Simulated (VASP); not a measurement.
# Ag (P6_3/mmc) in VASP: single point with r2SCAN

Aim: the single point of Ag with r2SCAN.

Everything below comes from runs of VASP 6.6.1. Logs are shortened: lines on timing, memory, paths and dates and some standing lists are left out, and cuts for length are marked.

**1. The cell of the first run**

The structure is hexagonal, space group P6_3/mmc (No. 194). Conventional cell: a = 2.904 Å, b = 2.904 Å, c = 4.748 Å, α = 90.00°, β = 90.00°, γ = 120.00°. Ag (site symmetry -6m2) has 12 Ag at 2.90 to 2.91 Å within 3.8 Å.

This isn't the form of Ag at room conditions, which is fcc.

**2. Single point, r2SCAN**

POSCAR reads:

```
Ag
1.0
    2.9036957654      0.0000000000      0.0000000000
   -1.4518478827      2.5146742977      0.0000000000
    0.0000000000      0.0000000000      4.7478463287
Ag
2
Direct
    0.3333333333      0.6666666667      0.2500000000
    0.6666666667      0.3333333333      0.7500000000
```

INCAR.step1 reads:

```
  ALGO = Normal
  EDIFF = 1E-4
  ENCUT = 520
  GGA = PE
  ISMEAR = 0
  LASPH = T
  LCHARG = F
  LREAL = F
  LWAVE = T
  NBANDS = 18
  NELM = 60
  PREC = Accurate
  SIGMA = 0.1
```

INCAR.step2 reads:

```
  ALGO = Normal
  EDIFF = 1E-7
  ENCUT = 520
  ISIF = 2
  ISMEAR = 0
  ISTART = 1
  LASPH = T
  LCHARG = F
  LMIXTAU = T
  LREAL = F
  LWAVE = F
  METAGGA = R2SCAN
  NBANDS = 18
  NELM = 60
  PREC = Accurate
  SIGMA = 0.1
```

KPOINTS reads:

```
k-points
0
Gamma
  18 18 10
```

Potentials or basis: VASP PAW PBE potentials, release 64 (Ag).

Run with:

```
$ cat potpaw_PBE.64/Ag/POTCAR > POTCAR
$ cp INCAR.step1 INCAR
$ mpirun -np 1 vasp_std > vasp.out
$ cp INCAR.step2 INCAR
$ mpirun -np 1 vasp_std > vasp.out
```

OUTCAR:

```text
EDIFF = 1E-7
   ENCUT = 520
   ISIF = 2
   ISMEAR = 0
   ISTART = 1
   LASPH = T
   LREAL = F
   METAGGA = R2SCAN
   NELM = 60
   PREC = Accurate

 ion  position               nearest neighbor table
   1  0.333  0.667  0.250-   2 2.91   2 2.91   2 2.91   2 2.91   2 2.91   2 2.91
   2  0.667  0.333  0.750-   1 2.91   1 2.91   1 2.91   1 2.91   1 2.91   1 2.91

  LATTYP: Found a hexagonal cell.
 ALAT       =     2.9036957654
 C/A-ratio  =     1.6351046088

  Lattice vectors:

 A1 = (   2.9036957654,   0.0000000000,   0.0000000000)
 A2 = (  -1.4518478827,   2.5146742977,   0.0000000000)
 A3 = (   0.0000000000,   0.0000000000,   4.7478463287)

Analysis of symmetry for initial positions (statically):
=====================================================================
 Subroutine PRICEL returns:
 Original cell was already a primitive cell.

 Routine SETGRP: Setting up the symmetry group for a
 hexagonal supercell.

 Subroutine GETGRP returns: Found 24 space group operations
 (whereof 12 operations were pure point group operations)
 out of a pool of 24 trial point group operations.

The static configuration has the point symmetry D_3d.
 The point group associated with its full space group is D_6h.

Analysis of symmetry for dynamics (positions and initial velocities):
=====================================================================
 Subroutine PRICEL returns:
 Original cell was already a primitive cell.

 Routine SETGRP: Setting up the symmetry group for a
 hexagonal supercell.

 Subroutine GETGRP returns: Found 24 space group operations
 (whereof 12 operations were pure point group operations)
 out of a pool of 24 trial point group operations.

The dynamic configuration has the point symmetry D_3d.
 The point group associated with its full space group is D_6h.

 Subroutine INISYM returns: Found 24 space group operations
 (whereof 12 operations are pure point group operations),
 and found     1 'primitive' translations

----------------------------------------------------------------------------------------

                                     Primitive cell

  volume of cell :      34.6681

  direct lattice vectors                    reciprocal lattice vectors
     2.903695765  0.000000000  0.000000000     0.344388697  0.198832907  0.000000000
    -1.451847883  2.514674298  0.000000000     0.000000000  0.397665813  0.000000000
     0.000000000  0.000000000  4.747846329     0.000000000  0.000000000  0.210621813

  length of vectors
     2.903695765  2.903695765  4.747846329     0.397665813  0.397665813  0.210621813

  position of ions in fractional coordinates (direct lattice)
     0.333333333  0.666666667  0.250000000
     0.666666667  0.333333333  0.750000000

  ion indices of the primitive-cell ions
   primitive index   ion index
                 1           1
                 2           2

----------------------------------------------------------------------------------------

 KPOINTS: k-points

Automatic generation of k-mesh.
 Grid dimensions read from file:
 generate k-points for:   18   18   10

 Generating k-lattice:

  Cartesian coordinates                     Fractional coordinates (reciprocal lattice)
     0.019132705  0.011046273  0.000000000     0.055555556  0.000000000  0.000000000
     0.000000000  0.022092545  0.000000000     0.000000000  0.055555556  0.000000000
     0.000000000  0.000000000  0.021062181     0.000000000  0.000000000  0.100000000

  Length of vectors
     0.022092545  0.022092545  0.021062181

  Shift w.r.t. Gamma in fractional coordinates (k-lattice)
     0.000000000  0.000000000  0.000000000

 Subroutine IBZKPT returns following result:
 ===========================================

 Found    222 irreducible k-points:

 Following reciprocal coordinates:
            Coordinates               Weight
  0.000000  0.000000  0.000000      1.000000
  0.055556  0.000000  0.000000      6.000000
  0.111111  0.000000  0.000000      6.000000
  0.166667  0.000000  0.000000      6.000000
  0.222222  0.000000  0.000000      6.000000
  0.277778  0.000000  0.000000      6.000000
[... 16 lines left out ...]
  0.333333  0.111111  0.000000     12.000000
  0.388889  0.111111  0.000000     12.000000
 [... further k-points ...]
   k-points           NKPTS =    222   k-points in BZ     NKDIM =    222   number of bands    NBANDS=     18
   number of dos      NEDOS =    301   number of ions     NIONS =      2
   total plane-waves  NPLWV =  20736
   dimension x,y,z NGX =    24 NGY =   24 NGZ =   36
   dimension x,y,z NGXF=    48 NGYF=   48 NGZF=   72
   ions per type =               2
   NGX,Y,Z   is equivalent  to a cutoff of  13.74, 13.74, 12.61 a.u.
   NGXF,Y,Z  is equivalent  to a cutoff of  27.48, 27.48, 25.21 a.u.
 SYSTEM =  unknown system
   PREC   = accura    normal or accurate (medium, high low for compatibility)
   ISTART =      1    job   : 0-new  1-cont  2-samecut
   ICHARG =      0    charge: 1-file 2-atom 10-const
   ISPIN  =      1    spin polarized calculation?
   LNONCOLLINEAR =      F non collinear calculations
   LSORBIT =      F    spin-orbit coupling
   LASPH  =      T    aspherical Exc in radial PAW
   ENCUT  =  520.0 eV  38.22 Ry    6.18 a.u.   5.40  5.40  8.83*2*pi/ulx,y,z
   NELM   =     60;   NELMIN=  2; NELMDL=  0     # of ELM steps
   EDIFF  = 0.1E-06   stopping-criterion for ELM
   LREAL  =      F    real-space projection
   EDIFFG = 0.1E-05   stopping-criterion for IOM
   NSW    =      0    number of steps for IOM
   IBRION =     -1    ionic relax: 0-MD 1-quasi-New 2-CG
   NFREE  =      0    steps in history (QN), initial steepest desc. (CG)
   ISIF   =      2    stress and relaxation
   ISYM   =      2    0-nonsym 1-usesym 2-fastsym
   POTIM  = 0.5000    time-step for ionic-motion
   TEBEG  =    0.0;   TEEND  =   0.0 temperature during run
   PSTRESS=    0.0 pullay stress
   NELECT =      22.0000    total number of electrons
   NUPDOWN=      -1.0000    fix difference up-down
   EMIN   =  10.00;   EMAX   =-10.00  energy-range for DOS
   EFERMI =   0.00;   METHOD = LEGACY
   ISMEAR =     0;   SIGMA  =   0.10  broadening in eV -4-tet -1-fermi 0-gaus
   EFERMI_NEDOS =   21; number of points for ismear=-14 and -15
   IALGO  =     38    algorithm
   IMIX   =      4    mixing-type and parameters
     AMIX     =   0.40;   BMIX     =  1.00
     AMIX_MAG =   1.60;   BMIX_MAG =  1.00
  volume/ion in A,a.u.               =      17.33       116.98
  Fermi-wavevector in a.u.,A,eV,Ry     =   1.406822  2.658509 26.927954  1.979149
  Thomas-Fermi vector in A             =   2.529144
   LORBIT       =      0    0 simple, 1 ext, 2 COOP (PROOUT), +10 PAW based schemes
   METAGGA = R2SCAN    functional components
   LHFCALC =     F    Hartree Fock is set to
   AEXX    =    0.0000 exact exchange contribution
   IVDW    =     0    specifies the selected vdW correction
   LEPSILON=     F    determine dielectric tensor
   LRPA    =     F    only Hartree local field effects (RPA)
 non-spin polarized calculation
 Gauss-broadening in eV      SIGMA  =   0.10
  energy-cutoff  :      520.00
  volume of cell :       34.67
 maximum number of plane-waves:       966
 NGX is ok and might be reduce to    24
   NGX = 11   NGY = 11   NGZ = 17

 number of electron      22.0000006 magnetization

 Free energy of the ion-electron system (eV)
  ---------------------------------------------------
  ext. energy  EPLUGINS =         0.00000000
  ---------------------------------------------------
  free energy    TOTEN  =       -42.70608338 eV

  energy without entropy =      -42.70226148  energy(sigma->0) =      -42.70417243

 E-fermi :   8.1958     XC(G=0): -12.8506

 val. band max:        8.1653089800   @ k =   0.0556   0.0000   0.0000
 cond. band min:       8.1997093736   @ k =   0.4444   0.0556   0.2000
 fundamental gap:      0.0344003935
 Fermi energy:         8.1958431835

 k-point     1 :       0.0000    0.0000    0.0000
  band No.  band energies     occupation
      1       0.3738      2.00000
      2       1.5801      2.00000
      3       3.1178      2.00000
      4       3.2152      2.00000
      5       3.2152      2.00000
      6       3.4500      2.00000
[... 10 lines left out ...]
     17      27.0255      0.00000
     18      27.0255      0.00000

 k-point     2 :       0.0556    0.0000    0.0000
  band No.  band energies     occupation
      1       0.4616      2.00000
      2       1.6301      2.00000
      3       3.0578      2.00000
      4       3.2609      2.00000
      5       3.2722      2.00000
      6       3.4327      2.00000
[... 10 lines left out ...]
     17      26.4842      0.00000
     18      27.3300      0.00000

 k-point     3 :       0.1111    0.0000    0.0000
  band No.  band energies     occupation
      1       0.7165      2.00000
      2       1.7658      2.00000
      3       2.9537      2.00000
      4       3.3403      2.00000
      5       3.3944      2.00000
      6       3.4325      2.00000
[... 10 lines left out ...]
     17      26.6996      0.00000
     18      27.7726      0.00000

 k-point     4 :       0.1667    0.0000    0.0000
  band No.  band energies     occupation
      1       1.1069      2.00000
      2       1.9351      2.00000
      3       2.8636      2.00000
      4       3.2969      2.00000
      5       3.3521      2.00000
      6       3.5949      2.00000
[... 375 lines left out ...]
      4       3.1545      2.00000
      5       3.2167      2.00000
      6       3.4686      2.00000
[... 10 lines left out ...]
     17      22.2194      0.00000
     18      24.5663      0.00000

 k-point    23 :       0.3333    0.1111    0.0000
  band No.  band energies     occupation
      1       1.8936      2.00000
      2       2.1517      2.00000
      3       2.1906      2.00000
      4       3.1123      2.00000
      5       3.5222      2.00000
      6       3.5313      2.00000
[... 10 lines left out ...]
     17      20.6959      0.00000
     18      24.1092      0.00000

 k-point    24 :       0.3889    0.1111    0.0000
  band No.  band energies     occupation
      1       1.8125      2.00000
      2       2.0300      2.00000
      3       2.1630      2.00000
      4       3.0941      2.00000
      5       3.4528      2.00000
      6       3.6482      2.00000
[... 10 lines left out ...]
     17      19.5302      0.00000
     18      23.8337      0.00000

 [... further k-points ...]

------------------------ aborting loop because EDIFF is reached ----------------------------------------

  FORCE on cell =-STRESS in cart. coord.  units (eV):
  Direction    XX          YY          ZZ          XY          YZ          ZX
  --------------------------------------------------------------------------------------
  -------------------------------------------------------------------------------------
  Total        0.0238316      0.0238316      0.0254252      0.0000000      0.0000000     -0.0000000
  in kB        1.1013719      1.1013719      1.1750198      0.0000000      0.0000000     -0.0000000
  external PRESSURE =       1.1259212 kB  Pullay stress =       0.0000000 kB

 VOLUME and BASIS-vectors are now :
 -----------------------------------------------------------------------------
  energy-cutoff  :      520.00
  volume of cell :       34.67
      direct lattice vectors                 reciprocal lattice vectors
     2.903695765  0.000000000  0.000000000     0.344388697  0.198832907  0.000000000
    -1.451847883  2.514674298  0.000000000     0.000000000  0.397665813  0.000000000
     0.000000000  0.000000000  4.747846329     0.000000000  0.000000000  0.210621813

 POSITION                                       TOTAL-FORCE (eV/Angst)
 -----------------------------------------------------------------------------------
     -0.00000      1.67645      1.18696         0.000000     -0.000000      0.000000
      1.45185      0.83822      3.56088        -0.000000      0.000000      0.000000
 -----------------------------------------------------------------------------------
    total drift:                               -0.000000      0.000000     -0.000000

  FREE ENERGIE OF THE ION-ELECTRON SYSTEM (eV)
  ---------------------------------------------------
  free  energy   TOTEN  =       -42.7060833772 eV

  energy  without entropy=      -42.7022614804  energy(sigma->0) =      -42.70417243
```

Wall time 3.8 min (1 thread of Intel Xeon Platinum 8488C (Sapphire Rapids), shared host); peak memory 0.24 GiB.

What came out:

| Property | Result |
| --- | --- |
| Free energy | -42.7061 eV |
| Pressure | 0.1 GPa |
| Band gap on the k mesh | zero (bands 11 and 12 overlap by 7.93 eV) |

Caveat: the PAW data sets were made with another functional, which shifts forces and pressure a little.
